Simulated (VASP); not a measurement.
A run of VASP 6.6.1 is set up as follows.

File INCAR:

```
SYSTEM = Pt
PREC = Accurate
ENCUT = 520
EDIFF = 1E-6
ISMEAR = 0
SIGMA = 0.15
LREAL = .FALSE.
LASPH = .TRUE.
NELM = 60
ALGO = Fast
ISIF = 2
LWAVE = .FALSE.
LCHARG = .FALSE.
GGA = PS
NBANDS = 11
```

KPOINTS

```
Automatic mesh
0
G
  22 22 22
  0 0 0
```

POSCAR

```
Pt
1.0
   -1.5604567000      1.5604567000      1.6079833000
    1.5604567000     -1.5604567000      1.6079833000
    1.5604567000      1.5604567000     -1.6079833000
Pt
1
Direct
    0.0000000000      0.0000000000      0.0000000000
```

Potentials or basis: VASP PAW PBE potentials, release 64 (Pt).

The run is started by

```sh
$ cat potpaw_PBE.64/Pt/POTCAR > POTCAR
$ mpirun -np 1 vasp_std > vasp.out
```

(1) Predict the band gap on the k mesh.

(2) Estimate the pressure.

Results:

(1) zero (band 5 reaches 11.24 eV, above the bottom of band 6 at 9.08 eV).

(2) -7.9 GPa.

Caveat: the cell differs from its parent crystal (strain -0.015 along x and y, +0.015 along z); the PAW data sets were made with another functional, which shifts forces and pressure a little; spin-orbit coupling is left out, which moves the levels of the heavy elements.
